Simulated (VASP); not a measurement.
Wanted: the native input for a VASP 6.6.1 run.

```
Task                   : single point
Functional             : PBE
Potentials or basis    : VASP PAW PBE potentials, release 64 (K_sv, Zn, F)
Cutoff                 : 520 eV
k mesh                 : 6 × 6 × 6
Occupations            : gaussian, width 0.05 eV
Spin                   : no spin polarisation
Dipole correction      : no
Further INCAR settings : ALGO = Normal; EDIFF = 1e-06; NBANDS = 29
```

The structure of KZnF3 lies in POSCAR:

```
KZnF3
1.0
    4.0500000000      0.0000000000      0.0000000000
    0.0000000000      4.5813600000      0.0000000000
    0.0000000000      0.0000000000      4.0500000000
K Zn F
1 1 3
Direct
    0.0000000000      0.0000000000      0.0000000000
    0.5000000000      0.5000000000      0.5000000000
    0.5000000000      0.5000000000      0.0000000000
    0.0000000000      0.5000000000      0.5000000000
    0.5000000000      0.0000000000      0.5000000000
```

This cell differs from its parent crystal: strain +0.1312 x Voigt [0, 1, 0, 0, 0, 0].

One way to write it, as run:

INCAR

```
SYSTEM = KZnF3
ALGO     = Normal         ! electronic algorithm
EDIFF    = 1E-6           ! SCF threshold, eV
ENCUT    = 520            ! plane-wave cutoff, eV
GGA      = PE             ! functional
ISIF     = 2              ! what is computed and relaxed
ISMEAR   = 0              ! smearing method
LASPH    = .TRUE.         ! aspherical terms in the spheres
LCHARG   = .FALSE.        ! write CHGCAR
LREAL    = .FALSE.        ! projectors in reciprocal space
LWAVE    = .FALSE.        ! write WAVECAR
NBANDS   = 29             ! bands
NELM     = 60             ! most SCF steps
PREC     = Accurate       ! precision mode
SIGMA    = 0.05           ! smearing width, eV
```

KPOINTS

```
k-points
0
G
  6 6 6
  0 0 0
```

Potentials or basis: VASP PAW PBE potentials, release 64 (K_sv, Zn, F).

Launch:

```console
$ cat potpaw_PBE.64/K_sv/POTCAR potpaw_PBE.64/Zn/POTCAR potpaw_PBE.64/F/POTCAR > POTCAR
$ mpirun -np 1 vasp_std > vasp.out
```

It gave:

The pressure is -2.6 GPa and the band gap on the k mesh is 3.27 eV, indirect (least direct gap 4.48 eV).

Caveat: the cell differs from its parent crystal (strain +0.1312 x Voigt [0, 1, 0, 0, 0, 0]).

Wall time 39 s on 1 thread of Intel(R) Xeon(R) 6975P-C (Granite Rapids), with other jobs on the host, peak memory 0.22 GiB.
